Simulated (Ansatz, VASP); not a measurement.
# GaN in VASP and in Ansatz

Contents of INCAR:

```
SYSTEM = GaN
PREC     = Accurate       ! precision mode
ENCUT    = 520            ! plane-wave cutoff, eV
EDIFF    = 1E-6           ! SCF threshold, eV
ISMEAR   = 0              ! smearing method
SIGMA    = 0.05           ! smearing width, eV
LREAL    = .FALSE.        ! projectors in reciprocal space
LASPH    = .TRUE.         ! aspherical terms in the spheres
NELM     = 60             ! most SCF steps
ALGO     = Normal         ! electronic algorithm
ISIF     = 2              ! what is computed and relaxed
LWAVE    = .FALSE.        ! write WAVECAR
LCHARG   = .TRUE.         ! write CHGCAR
GGA      = PE             ! functional
LELF     = .TRUE.         ! ELF
LVHAR    = .TRUE.       
NBANDS   = 16             ! bands
```

KPOINTS

```
regular mesh
0
G
  10 10 10
  0 0 0
```

File POSCAR:

```
GaN
1.0
    0.0000000000      2.2535006075      2.2535006075
    2.2535006075      0.0000000000      2.2535006075
    2.2535006075      2.2535006075      0.0000000000
Ga N
1 1
Direct
    0.0000000000      0.0000000000      0.0000000000
    0.7813781491      0.7186218509      0.7500000000
```

Input for Ansatz:

```yaml
crystal:
  lattice:
    - [0.0, 2.2535006075, 2.2535006075]
    - [2.2535006075, 0.0, 2.2535006075]
    - [2.2535006075, 2.2535006075, 0.0]
  atoms:
    - { symbol: Ga, position: [0.0, 0.0, 0.0] }
    - { symbol: "N", position: [0.7813781491, 0.7186218509, 0.75] }
basis:
  ecutwfc: 420
kpoints:
  mp_grid: { grid: [10, 10, 10] }
hamiltonian:
  xc: pbe
scf:
  occupations: { method: gaussian, width: 0.05 }
output:
  forces: true
  stress: true
  eigenvalues: true
```

Change from the starting cell: all N atoms moved -0.100 Å, as atom 2 along Cartesian [1 -1 0].

Alike in both runs: task single point; functional PBE; k mesh 10 × 10 × 10; occupations gaussian, width 0.05 eV; no spin polarisation.

```csv
,VASP,Ansatz
version,VASP 6.6.1,Ansatz 0.2.0
potentials or method,"VASP PAW PBE potentials, release 64 (Ga_d, N), cutoff 520 eV","scalar-relativistic, plane waves, PAW"
valence electrons in the cell,18,18
```

|  | VASP | Ansatz | Ansatz less VASP |
| --- | --- | --- | --- |
| gap on the k mesh at the Fermi level (eV) | 1.56 | 1.55 | -0.006 |
| least direct gap on the mesh (eV) | 1.56 | 1.55 | -0.006 |
| pressure (GPa) | 6.1 | 6.0 | -0.03 |
| traceless stress, the component that is largest in VASP (GPa) | 4.30 | 4.40 | +0.106 |
| rms of the force components (eV/Å) | 0.735 | 0.747 | +0.0116 |

Atom by atom the forces differ by 0.012 eV/Å (rms over components).
